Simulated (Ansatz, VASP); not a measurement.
**GaN: VASP beside Ansatz**

```
Ga N
1.0
     3.21154    0.00000    0.00000
    -1.60577    2.78127    0.00000
     0.00000    0.00000   10.35684
Ga N
4 4
Direct
  0.00000 0.00000 0.78587
  0.66667 0.33333 0.03735
  0.33333 0.66667 0.53735
  0.00000 0.00000 0.28587
  0.00000 0.00000 0.09304
  0.66667 0.33333 0.34375
  0.00000 0.00000 0.59304
  0.33333 0.66667 0.84374
```

Alike in both runs: functional LDA; k mesh 12 × 12 × 4; no spin polarisation.

|  | VASP | Ansatz |
| --- | --- | --- |
| version | VASP 6.6.1 | Ansatz 0.2.0 |
| potentials or method | VASP PAW LDA potentials, release 64 (Ga_d, N) | Ansatz PAW |
| plane-wave cutoff (eV) | 520 | 420 |
| occupations | gaussian, width 0.01 eV | fixed |
| valence electrons in the cell | 72 | 72 |
| task | single point | band structure |

|  | VASP | Ansatz | Ansatz less VASP |
| --- | --- | --- | --- |
| gap on the k mesh at the Fermi level (eV) | 0.84 | 0.82 | -0.014 |
| least direct gap on the mesh (eV) | 0.84 | 0.82 | -0.014 |
| pressure (GPa) | -10.3 | -11.1 | -0.83 |
| traceless stress, the component that is largest in VASP (GPa) | 6.47 | 6.87 | +0.405 |
| rms of the force components (eV/Å) | 0.073 | 0.074 | +0.0013 |

LDA's correlation is that of Perdew and Zunger in VASP and of Perdew and Wang (1992) in Ansatz. Atom by atom the forces differ by 0.019 eV/Å (rms over components).
